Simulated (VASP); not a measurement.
The system is Si5S.

```xyz
6
Lattice="2.6809 0.0000 0.0000 -1.3405 2.3217 0.0000 0.0000 0.0000 14.1510" Properties=species:S:1:pos:R:3 pbc="T T T"
Si    1.3405    0.7739   11.6102
Si    0.0000    1.5478    9.4260
Si    1.3405    0.7739    7.0755
Si    0.0000    1.5478    4.7249
Si    1.3405    0.7739    2.5407
S     0.0000    1.5478    0.0000
```

The cell was generated, and may not be a known phase.

```yaml
Program: VASP 6.6.1
Task: relaxation of cell and atoms
Functional: PBE
Potentials_or_basis: VASP PAW PBE potentials, release 64 (Si, S)
Cutoff: 600 eV
k_mesh: 6 × 6 × 2
Occupations: gaussian, width 0.1 eV
Spin: no spin polarisation
```

At the start: pressure 0.6 GPa; volume 14.68 Å³/atom.

Question: How do energy, volume and symmetry change on relaxing?

Answer: Over 10 steps the energy falls by 2.1 meV/atom and the volume is 14.75 Å³/atom (+0.5 %); space group P-6m2 (No. 187, to 0.1 Å) before and after.

Step by step:
```
step  energy change (eV)  largest force (eV/Å)  pressure (GPa)  volume (Å³)
   1              0.0000                0.1610            0.56        88.08
   2             -0.0070                0.1171           -0.10        88.74
   3             -0.0075                0.0923           -0.40        89.08
   4             -0.0076                0.0988           -0.32        88.99
   5             -0.0091                0.0785           -0.06        88.68
   6             -0.0097                0.0533            0.24        88.32
   7             -0.0108                0.0427            0.12        88.43
   8             -0.0114                0.0546           -0.04        88.59
   9             -0.0118                0.0532            0.00        88.56
  10             -0.0129                0.0394            0.12        88.48
```

Final structure:
```
Si S
1.0
     2.69190    0.00000    0.00000
    -1.34595    2.33126    0.00000
     0.00000    0.00000   14.09914
Si S
5 1
Direct
  0.66667 0.33333 0.81855
  0.33333 0.66667 0.66262
  0.66667 0.33333 0.50000
  0.33333 0.66667 0.33738
  0.66667 0.33333 0.18145
  0.33333 0.66667 0.00000
```

Caveat: the k points lie up to 0.45 Å⁻¹ apart in the final cell; the highest band is partly filled, so the run has too few bands.
